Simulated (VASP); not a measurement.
A run of VASP 6.6.1:

Contents of INCAR:

```
SYSTEM = AlN
PREC = Accurate
ENCUT = 520
EDIFF = 1E-7
ISMEAR = 0
SIGMA = 0.05
LREAL = .FALSE.
LASPH = .TRUE.
NELM = 60
ALGO = Normal
ISIF = 2
LWAVE = .FALSE.
LCHARG = .FALSE.
GGA = PE
NBANDS = 16
```

The input KPOINTS:

```
regular mesh
0
G
  9 9 6
  0 0 0
```

File POSCAR:

```
AlN
1.0
    3.4410827861      0.0000000000      0.0000000000
   -1.7205413931      2.9800651093      0.0000000000
    0.0000000000      0.0000000000      4.3488560548
Al N
2 2
Direct
    0.3333333333      0.6666666667      0.7500000000
    0.6666666667      0.3333333333      0.2500000000
    0.3333333333      0.6666666667      0.2500000000
    0.6666666667      0.3333333333      0.7500000000
```

Potentials or basis: VASP PAW PBE potentials, release 64 (Al, N).

Launch:

```bash
$ cat potpaw_PBE.64/Al/POTCAR potpaw_PBE.64/N/POTCAR > POTCAR
$ mpirun -np 1 vasp_std > vasp.out
```

Hardware: 1 thread of AMD EPYC 7R43 64-Core Processor (Zen 3), on a shared host.

Problem. Estimate the wall time of this run.

Solution. It took 43 s on 1 thread of AMD EPYC 7R43 64-Core Processor (Zen 3), on a shared host, peak memory 0.14 GiB. Counts: scf iterations 14, k points 48.
